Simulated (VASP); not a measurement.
# W (Fmmm) in VASP: single point with PBEsol

Aim: the single point of W with PBEsol.

All numbers are computed with VASP 6.6.1; they aren't measurements. Logs are shortened: lines on timing, memory, paths and dates and some standing lists are left out, and cuts for length are marked.

### 1 The cell of the first run

Symmetry: Fmmm, No. 69, orthorhombic system. The conventional cell has a = 3.044 Å, b = 4.388 Å, c = 9.875 Å, α = 90.00°, β = 90.00°, γ = 90.00°. Within 3.5 Å of W (site symmetry mm2) lie 11 W at 2.63 to 3.18 Å.

### 2 Single point, PBEsol

File INCAR:

```
SYSTEM = W
PREC     = Accurate       ! precision mode
ENCUT    = 520            ! plane-wave cutoff, eV
EDIFF    = 1E-6           ! SCF threshold, eV
ISMEAR   = 0              ! smearing method
SIGMA    = 0.1            ! smearing width, eV
LREAL    = .False.        ! projectors in reciprocal space
LASPH    = .True.         ! aspherical terms in the spheres
NELM     = 100            ! most SCF steps
ALGO     = Normal         ! electronic algorithm
ISIF     = 2              ! what is computed and relaxed
LWAVE    = .False.        ! write WAVECAR
LCHARG   = .True.         ! write CHGCAR
GGA      = PS             ! functional
LELF     = .True.         ! ELF
LVHAR    = .True.       
NBANDS   = 36             ! bands
```

File KPOINTS:

```
Automatic mesh
0
Gamma
  12 12 16
  0 0 0
```

File POSCAR:

```
W
1.0
    2.1938822821     -4.9374910225      0.0000000000
    2.1938822821      4.9374910225      0.0000000000
    0.0000000000      0.0000000000      3.0444230595
W
4
Direct
    0.6333459228      0.3666540772      0.5000000000
    0.1333459228      0.8666540772      1.0000000000
    0.3666540772      0.6333459228      0.5000000000
    0.8666540772      0.1333459228      0.0000000000
```

Potentials or basis: VASP PAW PBE potentials, release 64 (W_sv).

The run is started by

```bash
$ cat potpaw_PBE.64/W_sv/POTCAR > POTCAR
$ mpirun -np 1 vasp_std > vasp.out
```

OUTCAR:

```text
SYSTEM = W
   PREC = Accurate
   ENCUT = 520
   EDIFF = 1E-6
   ISMEAR = 0
   LREAL = .False.
   LASPH = .True.
   NELM = 100
   ISIF = 2
   GGA = PS

 ion  position               nearest neighbor table
   1  0.633  0.367  0.500-   3 2.63   2 2.67   2 2.67   2 2.67   2 2.67   4 2.76   4 2.76   3 3.18
                             3 3.18
   2  0.133  0.867  0.000-   4 2.63   1 2.67   1 2.67   1 2.67   1 2.67   3 2.76   3 2.76   4 3.18
                             4 3.18
   3  0.367  0.633  0.500-   1 2.63   4 2.67   4 2.67   4 2.67   4 2.67   2 2.76   2 2.76   1 3.18
                             1 3.18
   4  0.867  0.133  0.000-   2 2.63   3 2.67   3 2.67   3 2.67   3 2.67   1 2.76   1 2.76   2 3.18
                             2 3.18

  LATTYP: Found a base centered orthorhombic cell.
 ALAT       =     4.3877645642
 B/A-ratio  =     2.2505724499
 C/A-ratio  =     0.6938437592

  Lattice vectors:

 A1 = (   2.1938822821,  -4.9374910225,   0.0000000000)
 A2 = (   2.1938822821,   4.9374910225,   0.0000000000)
 A3 = (   0.0000000000,   0.0000000000,   3.0444230595)

Analysis of symmetry for initial positions (statically):
=====================================================================
 Subroutine PRICEL returns following result:

  LATTYP: Found a face centered orthorhombic cell.
 ALAT       =     3.0444230595
 B/A-ratio  =     1.4412466594
 C/A-ratio  =     3.2436300251

  Lattice vectors:

 A1 = (   2.1938822821,   4.9374910225,   0.0000000000)
 A2 = (   0.0000000000,   4.9374910225,   1.5222115298)
 A3 = (   2.1938822821,   0.0000000000,   1.5222115298)

   2 primitive cells build up your supercell.

 Routine SETGRP: Setting up the symmetry group for a
 base centered orthorhombic supercell.

 Subroutine GETGRP returns: Found  8 space group operations
 (whereof  8 operations were pure point group operations)
 out of a pool of  8 trial point group operations.

The static configuration has the point symmetry D_2h.

Analysis of symmetry for dynamics (positions and initial velocities):
=====================================================================
 Subroutine PRICEL returns following result:

  LATTYP: Found a face centered orthorhombic cell.
 ALAT       =     3.0444230595
 B/A-ratio  =     1.4412466594
 C/A-ratio  =     3.2436300251

  Lattice vectors:
[... 103 lines left out ...]
   NGXF,Y,Z  is equivalent  to a cutoff of  24.62, 24.62, 26.21 a.u.
 SYSTEM =  W
   PREC   = accura    normal or accurate (medium, high low for compatibility)
   ISTART =      0    job   : 0-new  1-cont  2-samecut
   ICHARG =      2    charge: 1-file 2-atom 10-const
   ISPIN  =      1    spin polarized calculation?
   LNONCOLLINEAR =      F non collinear calculations
   LSORBIT =      F    spin-orbit coupling
   LASPH  =      T    aspherical Exc in radial PAW
   ENCUT  =  520.0 eV  38.22 Ry    6.18 a.u.  10.05 10.05  5.66*2*pi/ulx,y,z
   NELM   =    100;   NELMIN=  2; NELMDL= -5     # of ELM steps
   EDIFF  = 0.1E-05   stopping-criterion for ELM
   LREAL  =      F    real-space projection
   EDIFFG = 0.1E-04   stopping-criterion for IOM
   NSW    =      0    number of steps for IOM
   IBRION =     -1    ionic relax: 0-MD 1-quasi-New 2-CG
   NFREE  =      0    steps in history (QN), initial steepest desc. (CG)
   ISIF   =      2    stress and relaxation
   ISYM   =      2    0-nonsym 1-usesym 2-fastsym
   POTIM  = 0.5000    time-step for ionic-motion
   TEBEG  =    0.0;   TEEND  =   0.0 temperature during run
   PSTRESS=    0.0 pullay stress
   NELECT =      56.0000    total number of electrons
   NUPDOWN=      -1.0000    fix difference up-down
   EMIN   =  10.00;   EMAX   =-10.00  energy-range for DOS
   EFERMI =   0.00;   METHOD = LEGACY
   ISMEAR =     0;   SIGMA  =   0.10  broadening in eV -4-tet -1-fermi 0-gaus
   EFERMI_NEDOS =   21; number of points for ismear=-14 and -15
   IALGO  =     38    algorithm
   IMIX   =      4    mixing-type and parameters
     AMIX     =   0.40;   BMIX     =  1.00
     AMIX_MAG =   1.60;   BMIX_MAG =  1.00
  volume/ion in A,a.u.               =      16.49       111.27
  Fermi-wavevector in a.u.,A,eV,Ry     =   1.550194  2.929441 32.696166  2.403100
  Thomas-Fermi vector in A             =   2.654892
   LORBIT       =      0    0 simple, 1 ext, 2 COOP (PROOUT), +10 PAW based schemes
   GGA     = PS    functional components
   LHFCALC =     F    Hartree Fock is set to
   AEXX    =    0.0000 exact exchange contribution
   IVDW    =     0    specifies the selected vdW correction
   LEPSILON=     F    determine dielectric tensor
   LRPA    =     F    only Hartree local field effects (RPA)
 non-spin polarized calculation
 Gauss-broadening in eV      SIGMA  =   0.10
  energy-cutoff  :      520.00
  volume of cell :       65.96
 maximum number of plane-waves:      1804
   NGX = 21   NGY = 21   NGZ = 11

 number of electron      55.9999995 magnetization

 Free energy of the ion-electron system (eV)
  ---------------------------------------------------
  ext. energy  EPLUGINS =         0.00000000
  ---------------------------------------------------
  free energy    TOTEN  =       -52.21449585 eV

  energy without entropy =      -52.19975940  energy(sigma->0) =      -52.20712762

 E-fermi :  10.5512     XC(G=0): -13.4665

 val. band max:       10.5475295015   @ k =   0.4167   0.0000   0.3125
 cond. band min:      10.5512369728   @ k =   0.5000   0.4167   0.4375
 fundamental gap:      0.0037074713
 Fermi energy:        10.5511960706

 k-point     1 :       0.0000    0.0000    0.0000
  band No.  band energies     occupation
      1     -63.3505      2.00000
      2     -63.2397      2.00000
      3     -63.1330      2.00000
      4     -63.1318      2.00000
      5     -28.2461      2.00000
      6     -28.2251      2.00000
[... 925 lines left out ...]
     35      13.5388      0.00000
     36      14.4030      0.00000

 [... further k-points ...]
[... 5 lines left out ...]
  --------------------------------------------------------------------------------------
  -------------------------------------------------------------------------------------
  Total        0.3340679      0.3014621      0.2596387      0.0000000      0.0000000      0.0000000
  in kB        8.1150394      7.3229927      6.3070378      0.0000000      0.0000000      0.0000000
  external PRESSURE =       7.2483566 kB  Pullay stress =       0.0000000 kB

 VOLUME and BASIS-vectors are now :
 -----------------------------------------------------------------------------
  energy-cutoff  :      520.00
  volume of cell :       65.96
      direct lattice vectors                 reciprocal lattice vectors
     2.193882282 -4.937491022  0.000000000     0.227906485 -0.101266007  0.000000000
     2.193882282  4.937491022  0.000000000     0.227906485  0.101266007  0.000000000
     0.000000000  0.000000000  3.044423060     0.000000000  0.000000000  0.328469461

 POSITION                                       TOTAL-FORCE (eV/Angst)
 -----------------------------------------------------------------------------------
      2.19388     -1.31679      1.52221         0.000000      0.001008      0.000000
      2.19388      3.62070      0.00000         0.000000      0.001008      0.000000
      2.19388      1.31679      1.52221         0.000000     -0.001008      0.000000
      2.19388     -3.62070      0.00000         0.000000     -0.001008     -0.000000
 -----------------------------------------------------------------------------------
    total drift:                               -0.000000     -0.000000     -0.000000

  FREE ENERGIE OF THE ION-ELECTRON SYSTEM (eV)
  ---------------------------------------------------
  free  energy   TOTEN  =       -52.2144958505 eV

  energy  without entropy=      -52.1997593965  energy(sigma->0) =      -52.20712762
```

OSZICAR:

```text
N       E                     dE             d eps       ncg     rms          rms(c)
DAV:   1     0.724989005634E+03    0.72499E+03   -0.33260E+04 27864   0.183E+03
DAV:   2    -0.156459421237E+02   -0.74063E+03   -0.72576E+03 29072   0.579E+02
DAV:   3    -0.534235429154E+02   -0.37778E+02   -0.36219E+02 32760   0.125E+02
DAV:   4    -0.544971128103E+02   -0.10736E+01   -0.10493E+01 33740   0.190E+01
DAV:   5    -0.545130981448E+02   -0.15985E-01   -0.15960E-01 32140   0.250E+00    0.414E+01
DAV:   6    -0.526782222517E+02    0.18349E+01   -0.27795E+00 30912   0.117E+01    0.171E+01
DAV:   7    -0.522315945499E+02    0.44663E+00   -0.14182E+00 32616   0.779E+00    0.987E-01
DAV:   8    -0.522175249865E+02    0.14070E-01   -0.29320E-02 33140   0.127E+00    0.446E-01
DAV:   9    -0.522144891281E+02    0.30359E-02   -0.28380E-03 33332   0.394E-01    0.141E-01
DAV:  10    -0.522144993630E+02   -0.10235E-04   -0.80802E-05 34908   0.715E-02    0.146E-02
DAV:  11    -0.522144964896E+02    0.28734E-05   -0.19594E-05 31916   0.318E-02    0.664E-03
DAV:  12    -0.522144958505E+02    0.63907E-06   -0.62001E-07 18976   0.676E-03
   1 F= -.52214496E+02 E0= -.52207128E+02  d E =-.147365E-01
```

Wall time 7 min (1 thread of Intel Xeon Platinum 8488C (Sapphire Rapids), shared host); peak memory 0.67 GiB.

Results:

```yaml
Free_energy: -52.2145 eV
Pressure: 0.7 GPa
Band_gap_on_the_k_mesh: zero (band 28 reaches 12.08 eV, above the bottom of band 29 at 9.82 eV)
```

Caveat: the PAW data sets were made with another functional, which shifts forces and pressure a little; spin-orbit coupling is left out, which moves the levels of the heavy elements.
